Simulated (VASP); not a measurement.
# O (Fmmm) in VASP: single point with PBE+D3(BJ)

Aim: the single point of O with PBE+D3(BJ).

Everything below comes from runs of VASP 6.6.1. Logs are shortened: lines on timing, memory, paths and dates and some standing lists are left out, and cuts for length are marked.

### Step 1. The cell of the first run

It takes space group Fmmm (No. 69, orthorhombic). Conventional cell: a = 3.378 Å, b = 3.401 Å, c = 8.159 Å, α = 90.00°, β = 90.00°, γ = 90.00°. Within 1.6 Å of O (site symmetry mm2) lie 1 O at 1.21 Å.

### Step 2. Single point, PBE+D3(BJ) (all atoms moved at random, sigma 0.25 Å a component, then relaxed in part)

The input, INCAR:

```
PREC = Accurate
ENCUT = 520
EDIFF = 1E-6
ISMEAR = 0
SIGMA = 0.15
LREAL = F
LASPH = T
NELM = 100
ALGO = Normal
ISIF = 2
LWAVE = F
LCHARG = T
GGA = PE
IVDW = 12
LELF = T
LVHAR = T
NBANDS = 13
```

The input, KPOINTS:

```
Automatic mesh
0
Gamma
  14 14 14
```

The input, POSCAR:

```
O
1.0
    0.0000000000      1.7007220374      4.0792735047
    1.6890173498      0.0000000000      4.0792735047
    1.6890173498      1.7007220374      0.0000000000
O
2
Direct
    0.0743610206      0.0743454171      0.9256556442
    0.9256389794      0.9256545829      0.0743443558
```

Potentials or basis: VASP PAW PBE potentials, release 64 (O).

Command:

```console
$ cat potpaw_PBE.64/O/POTCAR > POTCAR
$ mpirun -np 1 vasp_std > vasp.out
```

OUTCAR:

```text
PREC = Accurate
   ENCUT = 520
   EDIFF = 1E-6
   ISMEAR = 0
   LREAL = F
   LASPH = T
   NELM = 100
   ISIF = 2
   GGA = PE
   IVDW = 12
 IVDW          = 12

 ion  position               nearest neighbor table
   1  0.074  0.074  0.926-   2 1.21
   2  0.926  0.926  0.074-   1 1.21

  LATTYP: Found a face centered orthorhombic cell.
 ALAT       =     3.3780346996
 B/A-ratio  =     1.0069298800
 C/A-ratio  =     2.4151756080

  Lattice vectors:

 A1 = (   0.0000000000,   1.7007220374,   4.0792735047)
 A2 = (   1.6890173498,   0.0000000000,   4.0792735047)
 A3 = (   1.6890173498,   1.7007220374,   0.0000000000)

Analysis of symmetry for initial positions (statically):
=====================================================================
 Subroutine PRICEL returns:
 Original cell was already a primitive cell.

 Routine SETGRP: Setting up the symmetry group for a
 face centered orthorhombic supercell.

 Subroutine GETGRP returns: Found  4 space group operations
 (whereof  4 operations were pure point group operations)
 out of a pool of  8 trial point group operations.

The static configuration has the point symmetry C_2h.

Analysis of symmetry for dynamics (positions and initial velocities):
=====================================================================
 Subroutine PRICEL returns:
 Original cell was already a primitive cell.

 Routine SETGRP: Setting up the symmetry group for a
 face centered orthorhombic supercell.

 Subroutine GETGRP returns: Found  4 space group operations
 (whereof  4 operations were pure point group operations)
 out of a pool of  8 trial point group operations.

The dynamic configuration has the point symmetry C_2h.

 Subroutine INISYM returns: Found  4 space group operations
 (whereof  4 operations are pure point group operations),
 and found     1 'primitive' translations

----------------------------------------------------------------------------------------

                                     Primitive cell

  volume of cell :      23.4358

  direct lattice vectors                    reciprocal lattice vectors
     0.000000000  1.700722037  4.079273505    -0.296030115  0.293992780  0.122570845
     1.689017350  0.000000000  4.079273505     0.296030115 -0.293992780  0.122570845
     1.689017350  1.700722037  0.000000000     0.296030115  0.293992780 -0.122570845

  length of vectors
     4.419607197  4.415116299  2.396921996     0.434843875  0.434843875  0.434843875

  position of ions in fractional coordinates (direct lattice)
     0.074361021  0.074345417  0.925655644
     0.925638979  0.925654583  0.074344356

  ion indices of the primitive-cell ions
   primitive index   ion index
                 1           1
                 2           2

----------------------------------------------------------------------------------------

 KPOINTS: Automatic mesh

Automatic generation of k-mesh.
 Grid dimensions read from file:
 generate k-points for:   14   14   14

 Generating k-lattice:

  Cartesian coordinates                     Fractional coordinates (reciprocal lattice)
    -0.021145008  0.020999484  0.008755060     0.071428571 -0.000000000 -0.000000000
     0.021145008 -0.020999484  0.008755060     0.000000000  0.071428571  0.000000000
     0.021145008  0.020999484 -0.008755060     0.000000000  0.000000000  0.071428571

  Length of vectors
     0.031060277  0.031060277  0.031060277

  Shift w.r.t. Gamma in fractional coordinates (k-lattice)
     0.000000000  0.000000000  0.000000000

 Subroutine IBZKPT returns following result:
 ===========================================

 Found    744 irreducible k-points:

 Following reciprocal coordinates:
            Coordinates               Weight
  0.000000  0.000000  0.000000      1.000000
  0.071429 -0.000000  0.000000      4.000000
  0.000000  0.000000  0.071429      4.000000
  0.142857  0.000000 -0.000000      4.000000
 -0.000000  0.000000  0.142857      4.000000
  0.214286 -0.000000 -0.000000      4.000000
[... 16 lines left out ...]
  0.357143  0.071429 -0.000000      4.000000
 -0.071429 -0.071429  0.285714      4.000000
 [... further k-points ...]
   k-points           NKPTS =    744   k-points in BZ     NKDIM =    744   number of bands    NBANDS=     13
   number of dos      NEDOS =    301   number of ions     NIONS =      2
   total plane-waves  NPLWV =  23328
   dimension x,y,z NGX =    36 NGY =   36 NGZ =   18
   dimension x,y,z NGXF=    72 NGYF=   72 NGZF=   36
   ions per type =               2
   NGX,Y,Z   is equivalent  to a cutoff of  13.54, 13.56, 12.48 a.u.
   NGXF,Y,Z  is equivalent  to a cutoff of  27.08, 27.11, 24.97 a.u.
 SYSTEM =  unknown system
   PREC   = accura    normal or accurate (medium, high low for compatibility)
   ISTART =      0    job   : 0-new  1-cont  2-samecut
   ICHARG =      2    charge: 1-file 2-atom 10-const
   ISPIN  =      1    spin polarized calculation?
   LNONCOLLINEAR =      F non collinear calculations
   LSORBIT =      F    spin-orbit coupling
   LASPH  =      T    aspherical Exc in radial PAW
   ENCUT  =  520.0 eV  38.22 Ry    6.18 a.u.   8.22  8.21  4.46*2*pi/ulx,y,z
   NELM   =    100;   NELMIN=  2; NELMDL= -5     # of ELM steps
   EDIFF  = 0.1E-05   stopping-criterion for ELM
   LREAL  =      F    real-space projection
   EDIFFG = 0.1E-04   stopping-criterion for IOM
   NSW    =      0    number of steps for IOM
   IBRION =     -1    ionic relax: 0-MD 1-quasi-New 2-CG
   NFREE  =      0    steps in history (QN), initial steepest desc. (CG)
   ISIF   =      2    stress and relaxation
   ISYM   =      2    0-nonsym 1-usesym 2-fastsym
   POTIM  = 0.5000    time-step for ionic-motion
   TEBEG  =    0.0;   TEEND  =   0.0 temperature during run
   PSTRESS=    0.0 pullay stress
   NELECT =      12.0000    total number of electrons
   NUPDOWN=      -1.0000    fix difference up-down
   EMIN   =  10.00;   EMAX   =-10.00  energy-range for DOS
   EFERMI =   0.00;   METHOD = LEGACY
   ISMEAR =     0;   SIGMA  =   0.15  broadening in eV -4-tet -1-fermi 0-gaus
   EFERMI_NEDOS =   21; number of points for ismear=-14 and -15
   IALGO  =     38    algorithm
   IMIX   =      4    mixing-type and parameters
     AMIX     =   0.40;   BMIX     =  1.00
     AMIX_MAG =   1.60;   BMIX_MAG =  1.00
  volume/ion in A,a.u.               =      11.72        79.08
  Fermi-wavevector in a.u.,A,eV,Ry     =   1.309710  2.474993 23.338623  1.715340
  Thomas-Fermi vector in A             =   2.440290
   LORBIT       =      0    0 simple, 1 ext, 2 COOP (PROOUT), +10 PAW based schemes
   GGA     = PE    functional components
   LHFCALC =     F    Hartree Fock is set to
   AEXX    =    0.0000 exact exchange contribution
   IVDW    =    12    specifies the selected vdW correction
   LEPSILON=     F    determine dielectric tensor
   LRPA    =     F    only Hartree local field effects (RPA)
 non-spin polarized calculation
 Gauss-broadening in eV      SIGMA  =   0.15
  energy-cutoff  :      520.00
  volume of cell :       23.44
 maximum number of plane-waves:       647
 NGX is ok and might be reduce to    36
   NGX = 17   NGY = 17   NGZ =  9

 number of electron      11.9999999 magnetization

 Free energy of the ion-electron system (eV)
  ---------------------------------------------------
  ext. energy  EPLUGINS =         0.00000000
  ---------------------------------------------------
  free energy    TOTEN  =        -9.67845777 eV

  energy without entropy =       -9.66456028  energy(sigma->0) =       -9.67150903

 E-fermi :   0.1994     XC(G=0):  -9.1467

 val. band max:        0.1854096010   @ k =  -0.1429   0.3571   0.2857
 cond. band min:       0.2127461602   @ k =  -0.1429   0.0714   0.0000
 fundamental gap:      0.0273365592
 Fermi energy:         0.1993696370

 k-point     1 :       0.0000    0.0000    0.0000
  band No.  band energies     occupation
      1     -27.3346      2.00000
      2     -14.6088      2.00000
      3      -8.3373      2.00000
      4      -4.9752      2.00000
      5      -4.9577      2.00000
      6       1.5303      0.00000
      7       1.5447      0.00000
      8       9.6019      0.00000
      9      10.5782      0.00000
     10      12.0323      0.00000
     11      17.8044      0.00000
     12      20.0571      0.00000
     13      25.8952      0.00000

 k-point     2 :       0.0714   -0.0000    0.0000
  band No.  band energies     occupation
      1     -27.3010      2.00000
      2     -14.5706      2.00000
      3      -8.3046      2.00000
      4      -5.1691      2.00000
      5      -4.9471      2.00000
      6       1.3634      0.00000
      7       1.5542      0.00000
      8       9.5957      0.00000
      9      10.6701      0.00000
     10      12.2437      0.00000
     11      17.9546      0.00000
     12      20.1997      0.00000
     13      25.4342      0.00000

 k-point     3 :       0.0000    0.0000    0.0714
  band No.  band energies     occupation
      1     -27.3010      2.00000
      2     -14.5706      2.00000
      3      -8.3046      2.00000
      4      -5.1691      2.00000
      5      -4.9471      2.00000
      6       1.3634      0.00000
      7       1.5542      0.00000
      8       9.5957      0.00000
      9      10.6701      0.00000
     10      12.2437      0.00000
     11      17.9546      0.00000
     12      20.1997      0.00000
     13      25.4342      0.00000
[... 305 lines left out ...]
 k-point    23 :       0.3571    0.0714   -0.0000
  band No.  band energies     occupation
      1     -26.8969      2.00000
      2     -14.1468      2.00000
      3      -8.1514      2.00000
      4      -6.8437      2.00000
      5      -4.7304      2.00000
      6      -0.4892      2.00000
      7       1.7523      0.00000
      8       8.9238      0.00000
      9      12.6906      0.00000
     10      14.3470      0.00000
     11      18.4212      0.00000
     12      21.0279      0.00000
     13      23.0662      0.00000

 k-point    24 :      -0.0714   -0.0714    0.2857
  band No.  band energies     occupation
      1     -26.8969      2.00000
      2     -14.1467      2.00000
      3      -8.1514      2.00000
      4      -6.8437      2.00000
      5      -4.7304      2.00000
      6      -0.4891      2.00000
      7       1.7523      0.00000
      8       8.9241      0.00000
      9      12.6905      0.00000
     10      14.3469      0.00000
     11      18.4211      0.00000
     12      21.0279      0.00000
     13      23.0662      0.00000

 [... further k-points ...]

------------------------ aborting loop because EDIFF is reached ----------------------------------------

 Edisp (eV)   -0.14029

 E8    (eV) :    -0.0338

  FORCE on cell =-STRESS in cart. coord.  units (eV):
  Direction    XX          YY          ZZ          XY          YZ          ZX
  --------------------------------------------------------------------------------------
  -------------------------------------------------------------------------------------
  Total      -0.02660    -0.03896     1.43408     0.00000    -0.00027     0.00000
  in kB      -1.81868    -2.66377    98.03990     0.00000    -0.01848     0.00000
  external pressure =       31.19 kB  Pullay stress =        0.00 kB

 VOLUME and BASIS-vectors are now :
 -----------------------------------------------------------------------------
  energy-cutoff  :      520.00
  volume of cell :       23.44
      direct lattice vectors                 reciprocal lattice vectors
     0.000000000  1.700722037  4.079273505    -0.296030115  0.293992780  0.122570845
     1.689017350  0.000000000  4.079273505     0.296030115 -0.293992780  0.122570845
     1.689017350  1.700722037  0.000000000     0.296030115  0.293992780 -0.122570845

 POSITION                                       TOTAL-FORCE (eV/Angst)
 -----------------------------------------------------------------------------------
      1.68902      1.70075      0.60661         0.000000     -0.000553      1.234429
      1.68902      1.70069      7.55193         0.000000      0.000553     -1.234429
 -----------------------------------------------------------------------------------
    total drift:                               -0.000000     -0.000000      0.000000

  FREE ENERGIE OF THE ION-ELECTRON SYSTEM (eV)
  ---------------------------------------------------
  free  energy   TOTEN  =        -9.8187496630 eV

  energy  without entropy=       -9.8048521672  energy(sigma->0) =       -9.81180092
```

It took 3.3 min on 1 thread of Intel Xeon Platinum 8259CL at 2.50GHz (Skylake/Cascade Lake), shared host; peak memory 0.3 GiB.

Results:

```
Free energy                : -9.8187 eV
Pressure                   : 3.1 GPa
Largest force              : 1.234 eV/Å
Band gap on the k mesh     : zero (band 6 reaches 1.60 eV, above the bottom of band 7 at -0.85 eV)
Dispersion energy per atom : -0.070 eV
```

Forces on the atoms (eV/Å):
```
O    0.000 -0.001  1.234
O    0.000  0.001 -1.234
```

Levels at points of the mesh, in eV from the Fermi level:
```tsv
k point	band 2	band 3	band 4	band 5	band 6	band 7	band 8	band 9	band 10	band 11
(0.00, 0.00, 0.00)	-14.81	-8.54	-5.17	-5.16	1.33	1.35	9.40	10.38	11.83	17.61
(0.50, 0.00, 0.00)	-13.91	-9.21	-7.20	-4.77	-1.91	1.68	9.44	14.26	14.36	18.09
(0.00, 0.00, 0.50)	-13.91	-9.21	-7.20	-4.77	-1.91	1.68	9.44	14.26	14.36	18.09
(0.50, 0.50, 0.00)	-15.17	-7.68	-5.20	-5.18	1.40	1.41	6.19	10.57	13.36	19.34
(0.50, 0.00, 0.50)	-12.98	-8.27	-8.16	-6.47	-1.16	-0.96	10.56	11.25	17.36	17.42
(0.00, 0.50, 0.50)	-12.99	-8.23	-8.20	-6.47	-1.20	-0.93	10.53	11.25	17.33	17.58
```

Caveat: the cell differs from its parent crystal (all atoms moved at random, sigma 0.25 Å a component, then relaxed in part); the standard files for N, O and F lose accuracy on very short bonds; spin is off for a triplet molecule; pairwise dispersion overbinds metals, which lowers pressure and volume; forces of over 1 eV/Å act on the atoms, so gaps and moduli don't describe the material at rest.
